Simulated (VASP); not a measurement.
GaC4:

```xyz
5
Lattice="3.6978 0.0000 0.0000 0.0000 3.6978 0.0000 0.0000 0.0000 3.6978" Properties=species:S:1:pos:R:3 pbc="T T T"
Ga    0.0000    0.0000    0.0000
C     0.0000    1.8489    1.8489
C     1.8489    0.0000    1.8489
C     1.8489    1.8489    0.0000
C     1.8489    1.8489    1.8489
```

- Program: VASP 6.6.1
- Task: relaxation of cell and atoms
- Functional: PBE
- Potentials or basis: VASP PAW PBE potentials, release 64 (Ga_d, C)
- Cutoff: 600 eV
- k mesh: 6 × 6 × 6
- Occupations: gaussian, width 0.1 eV
- Spin: no spin polarisation

At the start: pressure -21.7 GPa; volume 10.11 Å³/atom.

Problem. How do energy, volume and symmetry change on relaxing?

Solution. Over 3 steps the energy falls by 137.3 meV/atom and the volume is 8.42 Å³/atom (-16.7 %); space group Pm-3m (No. 221, to 0.05 Å).

The path:
```
step  energy change (eV)  largest force (eV/Å)  pressure (GPa)  volume (Å³)
   1              0.0000                0.0000          -21.68        50.56
   2             -0.6734                0.0000            4.48        41.20
   3             -0.6865                0.0000            0.11        42.12
```

Final structure:
```
Ga C
1.0
     3.47932    0.00000    0.00000
     0.00000    3.47932    0.00000
     0.00000    0.00000    3.47932
Ga C
1 4
Direct
  0.00000 0.00000 0.00000
  0.00000 0.50000 0.50000
  0.50000 0.00000 0.50000
  0.50000 0.50000 0.00000
  0.50000 0.50000 0.50000
```

Caveat: the volume moved by over 15 % at a fixed basis, so the end points are rough.
